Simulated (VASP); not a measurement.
A run of VASP 6.6.1:

INCAR

```
ALGO = Normal
EDIFF = 1E-6
EDIFFG = -0.01
ENCUT = 600
GGA = PE
IBRION = 2
ISIF = 3
ISMEAR = 0
LASPH = T
LCHARG = F
LREAL = F
LWAVE = F
NELM = 100
NSW = 100
PREC = Accurate
SIGMA = 0.1
```

KPOINTS

```
k-points
0
Gamma
  8 8 8
```

File POSCAR:

```
HfCl4F
1.0
    0.0000000000      3.8621696787      3.8621696787
    3.8621696787      0.0000000000      3.8621696787
    3.8621696787      3.8621696787      0.0000000000
Hf Cl F
1 4 1
Direct
    0.7500000000      0.7500000000      0.7500000000
    0.6244261690      0.1251912770      0.1251912770
    0.1251912770      0.1251912770      0.1251912770
    0.1251912770      0.6244261690      0.1251912770
    0.1251912770      0.1251912770      0.6244261690
    0.5000000000      0.5000000000      0.5000000000
```

Potentials or basis: VASP PAW PBE potentials, release 64 (Hf_pv, Cl, F).

Launch:

```sh
$ cat potpaw_PBE.64/Hf_pv/POTCAR potpaw_PBE.64/Cl/POTCAR potpaw_PBE.64/F/POTCAR > POTCAR
$ mpirun -np 1 vasp_std > vasp.out
```

Hardware: 1 thread of Intel Xeon 8259CL, with other jobs on the host.

Task: Estimate the wall time of this run.

Result: Wall time 6.9 min on 1 thread of Intel Xeon 8259CL (shared host), peak memory 0.4 GiB. Counts: scf iterations 25, k points 29, ion steps 2.
